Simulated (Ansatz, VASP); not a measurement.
**TaN: VASP beside Ansatz**

```
Ta N
1.0
     2.90862    0.00000    0.00000
    -1.45431    2.51894    0.00000
     0.00000    0.00000    2.88300
Ta N
1 1
Cartesian
  0.0000 1.6793 1.4415
  0.0000 0.0000 0.0000
```

Change from the starting cell: equal xx and yy strain of -1 %.

Alike in both runs: task single point; functional LDA; k mesh 12 × 12 × 10; occupations fermi-dirac, width 0.02 eV; no spin polarisation.

```csv
,VASP,Ansatz
version,VASP 6.6.1,Ansatz 0.2.0
potentials or method,"VASP PAW LDA potentials, release 64 (Ta_pv, N), cutoff 520 eV","all-electron LAPW, scalar-relativistic"
```

Ansatz gave:

```
pressure (GPa)                                                : -4.9
traceless stress, the component that is largest in VASP (GPa) : -4.92
```

Q: Estimate VASP's values.

A: Pressure (GPa): -3.0; traceless stress, the component that is largest in VASP (GPa): -4.77.

LDA's correlation is that of Perdew and Zunger in VASP and of Perdew and Wang (1992) in Ansatz. Ansatz ran all-electron here, and VASP with PAW potentials.

Spin-orbit coupling is off throughout.
